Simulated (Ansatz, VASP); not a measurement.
## SiNi3 in VASP and in Ansatz

```
CELL_PARAMETERS angstrom
3.54200 0.00000 0.00000
0.00000 3.54200 0.00000
0.00000 0.00000 3.54200
ATOMIC_POSITIONS crystal
Ni 0.50000 0.50000 0.00000
Ni 0.50000 0.00000 0.50000
Ni 0.00000 0.50000 0.50000
Si 0.00000 0.00000 0.00000
```

Alike in both runs: task single point; functional PBEsol; k mesh 6 × 6 × 6; occupations fermi-dirac, width 0.05 eV; collinear spin; fixed moment 2.2 μB.

|  | VASP | Ansatz |
| --- | --- | --- |
| version | VASP 6.6.1 | Ansatz 0.2.0 |
| potentials or method | VASP PAW PBE potentials, release 64 (Ni, Si) | Ansatz PAW |
| plane-wave cutoff (eV) | 520 | 420 |
| valence electrons in the cell | 34 | 58 |

```csv
,VASP,Ansatz,Ansatz less VASP
pressure (GPa),-9.4,-9.6,-0.20
net moment per atom (μB),0.55,0.55,0.000
size of the moment on the site where the two differ most (μB),0.69,0.71,+0.015
```

VASP's potentials were made for PBE, not for PBEsol. Site moments also hang on the region over which each program counts them. VASP's potentials hold 34 valence electrons a cell and Ansatz's 58, so a difference there can come from the potentials and not from the codes.
